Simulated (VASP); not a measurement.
## Ti2In: single point with PBE

Crystal: Ti2In.

```
Ti In
1.0
     4.73517    0.00000    0.00000
    -2.36758    4.10077    0.00000
     0.00000    0.00000    2.87946
Ti In
2 1
Direct
  0.33333 0.66667 0.50000
  0.66667 0.33333 0.50000
  0.00000 0.00000 0.00000
```

The cell was built from a structure type or drawn by symmetry, and may not be a known phase.

- Program: VASP 6.6.1
- Task: single point
- Functional: PBE
- Potentials or basis: VASP PAW PBE potentials, release 64 (Ti_sv, In_d)
- Cutoff: 520 eV
- k mesh: 12 × 12 × 16
- Occupations: gaussian, width 0.1 eV
- Spin: collinear spin
- Starting moments: [0.73, 0.73, 0.0] μB

The pressure is -0.1 GPa. The net moment is 1.78 μB per cell, the site moments are Ti +0.70; In -0.03 μB and the valence electrons inside the program's atomic spheres are Ti 10.26; In 11.57.

Levels at points of the mesh, in eV from the Fermi level:
Spin up:
```
           k point  band 16  band 17  band 18  band 19  band 20  band 21  band 22  band 23
(0.00, 0.00, 0.00)    -2.34    -1.61    -0.66    -0.33    -0.33     1.57     1.57     2.41
(0.50, 0.00, 0.00)    -1.96    -1.73    -1.00    -0.71    -0.67     1.46     1.60     1.82
(0.00, 0.00, 0.50)    -1.18    -1.18     0.00     0.00     0.39     0.39     0.56     0.56
(0.50, 0.00, 0.50)    -2.34    -1.76    -0.81    -0.48    -0.24     1.46     2.13     2.46
```
Spin down:
| k point | band 16 | band 17 | band 18 | band 19 | band 20 | band 21 |
| --- | --- | --- | --- | --- | --- | --- |
| (0.00, 0.00, 0.00) | -2.02 | -0.82 | 0.17 | 0.52 | 0.52 | 1.94 |
| (0.50, 0.00, 0.00) | -1.51 | -1.31 | -0.04 | 0.11 | 0.29 | 1.82 |
| (0.00, 0.00, 0.50) | -0.86 | -0.86 | 0.20 | 0.20 | 1.02 | 1.02 |
| (0.50, 0.00, 0.50) | -2.09 | -1.54 | 0.11 | 0.44 | 0.61 | 1.78 |

It took 12 min on 1 thread of Oxide Virtual Turin-like Processor, with other jobs on the host, peak memory 0.47 GiB.

Caveat: spin-orbit coupling is left out, which moves the levels of the heavy elements.
